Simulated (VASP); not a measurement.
Here is a VASP 6.6.1 calculation.

Contents of INCAR:

```
ALGO     = Normal         # electronic algorithm
DIPOL    = 0.5 0.5 0.327
EDIFF    = 1E-6           # SCF threshold, eV
ENCUT    = 520            # plane-wave cutoff, eV
GGA      = CA             # functional
IDIPOL   = 3            
ISIF     = 2              # what is computed and relaxed
ISMEAR   = 0              # smearing method
LASPH    = T              # aspherical terms in the spheres
LCHARG   = F              # write CHGCAR
LDIPOL   = T            
LREAL    = F              # projectors in reciprocal space
LWAVE    = F              # write WAVECAR
NBANDS   = 38             # bands
NELM     = 100            # most SCF steps
PREC     = Accurate       # precision mode
SIGMA    = 0.1            # smearing width, eV
```

KPOINTS

```
k-points
0
Gamma
  9 9 1
```

File POSCAR:

```
Mo4C
1.0
    3.1111816891      0.0000000000      0.0000000000
    0.0000000000      3.1111816891      0.0000000000
    0.0000000000      0.0000000000     21.5098172784
Mo C
4 1
Direct
    0.5000000000      0.5000000000      0.1859615983
    0.0000000000      0.0000000000      0.2582816382
    0.5000000000      0.5000000000      0.3325055024
    0.0000000000      0.0000000000      0.3956248056
    0.5000000000      0.5000000000      0.4644305969
```

Potentials or basis: VASP PAW LDA potentials, release 64 (Mo_sv, C).

Run with:

```sh
$ cat potpaw_LDA.64/Mo_sv/POTCAR potpaw_LDA.64/C/POTCAR > POTCAR
$ mpirun -np 1 vasp_std > vasp.out
```

Task: Predict the largest force.

Result: 5.212 eV/Å.

Task: Estimate the band gap on the k mesh.

Result: Zero (band 30 reaches 1.60 eV, above the bottom of band 31 at 0.19 eV).

Forces on the atoms (eV/Å):
```
Mo   0.000  0.000  1.894
Mo   0.000  0.000 -2.039
Mo   0.000  0.000 -0.815
Mo   0.000  0.000  5.212
C    0.000  0.000 -4.253
```
